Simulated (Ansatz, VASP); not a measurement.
## Si: VASP beside Ansatz

```xyz
32
Lattice="5.4338 5.4338 5.4338 -5.4338 5.4338 -5.4338 -5.4338 -5.4338 5.4338" Properties=species:S:1:pos:R:3 pbc="T T T"
Si    4.0754    4.0754    4.0754
Si   -1.3585    6.7923    1.3585
Si   -4.0754    4.0754   -4.0754
Si   -1.3585    4.0754    4.0754
Si   -4.0754    1.3585   -1.3585
Si   -1.3585    4.0754   -1.3585
Si   -1.3585    1.3585    6.7923
Si   -4.0754   -1.3585    1.3585
Si   -1.3585    1.3585    1.3585
Si    1.3585    4.0754    1.3585
Si   -4.0754   -4.0754    4.0754
Si   -1.3585   -1.3585    4.0754
Si    1.3585    1.3585    4.0754
Si   -6.7923    1.3585    1.3585
Si   -4.0754    4.0754    1.3585
Si   -4.0754    1.3585    4.0754
Si    2.7169    2.7169    2.7169
Si   -2.7169    5.4338    0.0000
Si    0.0000    8.1508    0.0000
Si   -2.7169    2.7169    2.7169
Si    0.0000    5.4338    2.7169
Si   -2.7169    2.7169   -2.7169
Si   -2.7169    0.0000    5.4338
Si    0.0000    2.7169    5.4338
Si   -2.7169    0.0000    0.0000
Si    0.0000    2.7169    0.0000
Si    0.0000    0.0000    8.1508
Si   -2.7169   -2.7169    2.7169
Si    0.0000    0.0000    2.7169
Si   -8.1508    0.0000    0.0000
Si   -5.4338    2.7169    0.0000
Si   -5.4338    0.0000    2.7169
```

Alike in both runs: task single point; functional PBEsol; k mesh 3 × 3 × 3; occupations gaussian, width 0.02 eV; no spin polarisation.

|  | VASP | Ansatz |
| --- | --- | --- |
| version | VASP 6.6.1 | Ansatz 0.2.0 |
| potentials or method | VASP PAW PBE potentials, release 64 (Si), cutoff 520 eV | scalar-relativistic, plane waves, PAW |
| valence electrons in the cell | 128 | 128 |

Ansatz gave:

```
gap on the k mesh at the Fermi level (eV) : 0.60
least direct gap on the mesh (eV)         : 0.60
pressure (GPa)                            : 0.0
```

Question: Which values does VASP return?

Answer: gap on the k mesh at the Fermi level (eV): 0.59; least direct gap on the mesh (eV): 0.59; pressure (GPa): 0.1.

VASP's potentials were made for PBE, not for PBEsol. The functional is the same, so the differences come from potentials, cutoffs and numerics.
